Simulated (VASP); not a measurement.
Runs of VASP 6.6.1 on Si. The structure is that of space group I4/mmm (No. 139), or close to it. The cells are those of the table. 

| cell | smearing | gap on the mesh (eV) | pressure (GPa) | largest force (eV/Å) |
| --- | --- | --- | --- | --- |
| a = 5.081 Å, angles 98.2, 98.2, 135.5°, 4 atoms | methfessel-paxton 0.0643 eV | (c) | 1.3 | 0.01 |
| a = 5.114 Å, angles 98.2, 98.2, 135.5°, 4 atoms | methfessel-paxton 0.0732 eV | 0.50 | -0.4 | 0.03 |
| a = 5.180 Å, angles 98.2, 98.2, 135.5°, 4 atoms | methfessel-paxton 0.0895 eV | 0.61 | (b) | 0.08 |
| a = 5.047 Å, angles 98.2, 98.2, 135.5°, 4 atoms | methfessel-paxton 0.0549 eV | 0.38 | 3.2 | 0.02 |
| a = 5.147 Å, angles 98.2, 98.2, 135.5°, 4 atoms | methfessel-paxton 0.0816 eV | 0.56 | (a) | 0.06 |

Alike in all rows: task single point; level PBE; potentials or basis VASP PAW PBE potentials, release 64 (Si); no spin polarisation; k mesh 7 × 7 × 7; cutoff (eV) 520.

Estimate the missing entries.

(a) -1.9; (b) -3.2; (c) 0.44.

Caveats: an odd mesh through Γ misses points on the zone boundary, where band edges can lie; the cell stands under tension (at least some runs); the cell stands under pressure (at least some runs).
